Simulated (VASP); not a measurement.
A run of VASP 6.6.1:

Contents of INCAR:

```
  ALGO = Normal
  EDIFF = 1E-6
  ENCUT = 420
  GGA = PE
  GGA_COMPAT = F
  ISIF = 2
  ISMEAR = -1
  LASPH = T
  LCHARG = F
  LREAL = Auto
  LWAVE = F
  NBANDS = 138
  NELECT = 208.0
  NELM = 120
  PREC = Accurate
  SIGMA = 0.01
```

Contents of KPOINTS:

```
Automatic mesh
0
Gamma
  1 1 1
  0.25 0.25 0.25
```

POSCAR

```
B27As26
1.0
    0.0000000000      7.2140127000      7.2140127000
    7.2140127000      0.0000000000      7.2140127000
    7.2140127000      7.2140127000      0.0000000000
B As
27 26
Direct
    0.2547383927      0.2540220091      0.2440849598
    0.2556999934      0.2533703607      0.5817522334
    0.2507252309      0.2516923764      0.9169698301
    0.2481460838      0.5861518652      0.2500781569
    0.2508260070      0.5844296615      0.5831844460
    0.2509275455      0.5851017562      0.9154581194
    0.2448454935      0.9175850910      0.2528203894
    0.2760329906      0.9099353956      0.5738785988
    0.2451611293      0.9180385141      0.9186620229
    0.5832751029      0.2498282267      0.2510963143
    0.5906968392      0.2400516290      0.5852754459
    0.5909970189      0.2407062577      0.9199093869
    0.5800003651      0.5816625468      0.2538620427
    0.5791634523      0.5953999083      0.5798325667
    0.5805103448      0.5818031066      0.9191651409
    0.5760960887      0.9125817730      0.2595938735
    0.5771967937      0.9122462454      0.5859844134
    0.5768108088      0.9127551855      0.9227974467
    0.9164555532      0.2536287467      0.2493675954
    0.9284917117      0.2743313718      0.5661266718
    0.9176929367      0.2537305625      0.9154435644
    0.9168797277      0.5876590708      0.2477740301
    0.9170378228      0.5865960702      0.5813698526
    0.9138032845      0.5859072718      0.9175496045
    0.9119762154      0.9194569341      0.2512421416
    0.9013628435      0.9046163725      0.5737934174
    0.9028771186      0.9091328603      0.9461311317
   -0.0020848314      0.0044933384     -0.0016021596
   -0.0020669495      0.0040206472      0.3337521155
   -0.2924216504      0.2716741128      0.6770206407
    0.0025623742      0.3352439344     -0.0018286633
    0.0064390655      0.3375475760      0.3248884633
    0.0080938311      0.3363404115      0.6653757346
    0.0015964763      0.6689564048     -0.0042524184
    0.0000875380      0.6702191556      0.3314709302
    0.0023658123      0.6671459006      0.6669471208
    0.3296968828     -0.0010745060      0.0014601444
    0.3265492588      0.0031852592      0.3334447276
    0.3291047713      0.0023604062      0.6676666926
    0.3407849559      0.3333984982     -0.0069376091
    0.3362313183      0.3349676665      0.3302978660
    0.3420651727      0.3315617257      0.6661291988
    0.3331155766      0.6669618145     -0.0011438849
    0.3330023248      0.6662577680      0.3329127768
    0.3329945621      0.6667760649      0.6659803912
    0.6600479093     -0.0084760039      0.0092079128
    0.6633726885     -0.0019329048      0.3354281591
    0.6628742142     -0.0109438399      0.6705481680
    0.6704058755      0.3300272122     -0.0007114626
    0.6699082329      0.3293574047      0.3335116807
    0.6662906901      0.6612850155      0.0019333900
    0.6676699502      0.6611615059      0.3342444213
    0.6684821195      0.6610964935      0.6679911307
```

Potentials or basis: VASP PAW PBE potentials, release 64 (B, As).

Launch:

```bash
$ cat potpaw_PBE.64/B/POTCAR potpaw_PBE.64/As/POTCAR > POTCAR
$ mpirun -np 1 vasp_std > vasp.out
```

Hardware: 1 thread of AMD EPYC 7R13 (shared host).

Q: How long does it take, and how much memory?

A: It took 24 min on 1 thread of AMD EPYC 7R13, on a shared host, peak memory 0.73 GiB. Counts: scf iterations 15, k points 4.
